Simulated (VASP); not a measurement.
A run of VASP 6.6.1:

The input INCAR:

```
PREC     = Accurate       # precision mode
ENCUT    = 520            # plane-wave cutoff, eV
EDIFF    = 1E-6           # SCF threshold, eV
ISMEAR   = -1             # smearing method
SIGMA    = 0.1            # smearing width, eV
LREAL    = F              # projectors in reciprocal space
LASPH    = T              # aspherical terms in the spheres
NELM     = 60             # most SCF steps
ALGO     = Normal         # electronic algorithm
ISIF     = 2              # what is computed and relaxed
LWAVE    = F              # write WAVECAR
LCHARG   = T              # write CHGCAR
GGA      = PE             # functional
LELF     = T              # ELF
LVHAR    = T            
NBANDS   = 97             # bands
```

Contents of KPOINTS:

```
Automatic mesh
0
Gamma
  4 4 4
```

Contents of POSCAR:

```
Yb2CdS4
1.0
    0.0000000000      5.5042810000      5.5042810000
    5.5042810000      0.0000000000      5.5042810000
    5.5042810000      5.5042810000      0.0000000000
S Yb Cd
8 4 2
Direct
    0.3770000000      0.3770000000      0.3770000000
    0.3810000000      0.8730000000      0.8730000000
    0.3770000000      0.3770000000      0.8690000000
    0.8730000000      0.3810000000      0.8730000000
    0.8690000000      0.3770000000      0.3770000000
    0.8730000000      0.8730000000      0.8730000000
    0.3770000000      0.8690000000      0.3770000000
    0.8730000000      0.8730000000      0.3810000000
    0.6250000000      0.6250000000      0.6250000000
    0.1250000000      0.6250000000      0.6250000000
    0.6250000000      0.6250000000      0.1250000000
    0.6250000000      0.1250000000      0.6250000000
    0.0000000000      0.0000000000      0.0000000000
    0.2500000000      0.2500000000      0.2500000000
```

Potentials or basis: VASP PAW PBE potentials, release 64 (S, Yb, Cd).

Command:

```console
$ cat potpaw_PBE.64/S/POTCAR potpaw_PBE.64/Yb/POTCAR potpaw_PBE.64/Cd/POTCAR > POTCAR
$ mpirun -np 1 vasp_std > vasp.out
```

Hardware: 1 thread of Intel Xeon 8259CL, with other jobs on the host.

Q: Estimate the wall time of this run.

A: Wall time 45 min on 1 thread of Intel Xeon 8259CL, on a shared host, peak memory 0.64 GiB. Counts: scf iterations 41, k points 8.
